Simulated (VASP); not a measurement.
Runs of VASP 6.6.1 on Na3H. The structure is that of space group P6/mmm (No. 191), or close to it. The cells are those of the table. 

| task | cell | k mesh | cutoff (eV) | gap on the mesh (eV) | pressure (GPa) | relaxed volume (Å³/atom) |
| --- | --- | --- | --- | --- | --- | --- |
| single point | a = 6.191, b = 6.191, c = 3.453 Å, angles 90.0, 90.0, 120.0°, 4 atoms | 6 × 6 × 4 | 520 | none | (a) | - |
| relaxation of cell and atoms | relaxed from a = 4.392, b = 4.392, c = 4.086 Å, angles 90.0, 90.0, 120.0°, 4 atoms | 6 × 6 × 4 | 600 | none | -0.1 | 29.24 |
| single point | a = 6.163, b = 6.163, c = 3.593 Å, angles 90.0, 90.0, 120.0°, 4 atoms | 3 × 3 × 6 | 520 | none | 0.0 | - |
| single point | a = 4.392, b = 4.392, c = 4.086 Å, angles 90.0, 90.0, 120.0°, 4 atoms | 6 × 6 × 4 | 520 | none | 18.1 | - |
| relaxation of cell and atoms | relaxed from a = 6.191, b = 6.191, c = 3.453 Å, angles 90.0, 90.0, 120.0°, 4 atoms | 3 × 3 × 6 | 600 | none | 0.0 | 29.50 |

Alike in all rows: level PBE; potentials or basis VASP PAW PBE potentials, release 64 (Na_pv, H); no spin polarisation; smearing gaussian 0.1 eV.

**Question.** Fill in the values left out.

**Answer.** (a) 0.2.

Caveats: all runs use coarse meshes; the volume moved by over 15 % at a fixed basis, so the end points are rough (some runs).

A gap of «none» marks levels without a gap at the run's occupations.
